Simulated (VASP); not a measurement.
Write the native input for VASP 6.6.1 that does the following.

```
Task                   : single point
Functional             : PBEsol
Potentials or basis    : VASP PAW PBE potentials, release 64 (Tl_d)
Cutoff                 : 520 eV
k mesh                 : 18 × 18 × 18
Occupations            : gaussian, width 0.15 eV
Spin                   : no spin polarisation
Dipole correction      : no
Further INCAR settings : ALGO = Fast; EDIFF = 1e-06; NBANDS = 12
```

The structure of Tl lies in POSCAR:

```
Tl
1.0
   -2.0380500000      2.0380500000      1.8924750000
    2.0380500000     -2.0380500000      1.8924750000
    2.0380500000      2.0380500000     -1.8924750000
Tl
1
Direct
    0.0000000000      0.0000000000      0.0000000000
```

This cell differs from its parent crystal: strain +0.050 along x and y, -0.025 along z.

These files were run (other wordings do the same):

INCAR

```
SYSTEM = Tl
PREC     = Accurate       ! precision mode
ENCUT    = 520            ! plane-wave cutoff, eV
EDIFF    = 1E-6           ! SCF threshold, eV
ISMEAR   = 0              ! smearing method
SIGMA    = 0.15           ! smearing width, eV
LREAL    = .FALSE.        ! projectors in reciprocal space
LASPH    = .TRUE.         ! aspherical terms in the spheres
NELM     = 100            ! most SCF steps
ALGO     = Fast           ! electronic algorithm
ISIF     = 2              ! what is computed and relaxed
LWAVE    = .FALSE.        ! write WAVECAR
LCHARG   = .FALSE.        ! write CHGCAR
GGA      = PS             ! functional
NBANDS   = 12             ! bands
```

KPOINTS

```
regular mesh
0
G
  18 18 18
  0 0 0
```

Potentials or basis: VASP PAW PBE potentials, release 64 (Tl_d).

The run is started by

```console
$ cat potpaw_PBE.64/Tl_d/POTCAR > POTCAR
$ mpirun -np 1 vasp_std > vasp.out
```

Results of the run:

| Property | Result |
| --- | --- |
| Pressure | -2.7 GPa |
| Band gap on the k mesh | zero (an odd number of electrons rules out a gap without spin polarisation) |

Caveat: the cell differs from its parent crystal (strain +0.050 along x and y, -0.025 along z); the PAW data sets were made with another functional, which shifts forces and pressure a little; spin-orbit coupling is left out, which moves the levels of the heavy elements.

Run time: 58 s on 1 thread of Intel(R) Xeon(R) 6975P-C (Granite Rapids) (shared host), peak memory 0.29 GiB.
